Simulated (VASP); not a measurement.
Input of a VASP 6.6.1 run:

The input INCAR:

```
  PREC = Accurate
  ENCUT = 600
  EDIFF = 1E-6
  ISMEAR = 0
  SIGMA = 0.02
  LREAL = F
  LASPH = T
  NELM = 120
  ALGO = Normal
  ISIF = 2
  LWAVE = F
  LCHARG = F
  GGA = PE
  NBANDS = 11
  GGA_COMPAT = F
```

The input KPOINTS:

```
Automatic mesh
0
Gamma
  10 10 10
```

Contents of POSCAR:

```
MgS
1.0
    0.0000000000      2.6148774652      2.6148774652
    2.6148774652      0.0000000000      2.6148774652
    2.6148774652      2.6148774652      0.0000000000
Mg S
1 1
Direct
    0.0000000000      0.0000000000      0.0000000000
    0.5000000000      0.5000000000      0.5000000000
```

Potentials or basis: VASP PAW PBE potentials, release 64 (Mg, S).

Run with:

```console
$ cat potpaw_PBE.64/Mg/POTCAR potpaw_PBE.64/S/POTCAR > POTCAR
$ mpirun -np 1 vasp_std > vasp.out
```

Task: Estimate the pressure.

Result: -0.3 GPa.

Task: What does it give for the band gap on the k mesh?

Result: 2.74 eV (least direct gap 3.59 eV).

A k mesh can miss the band edges.
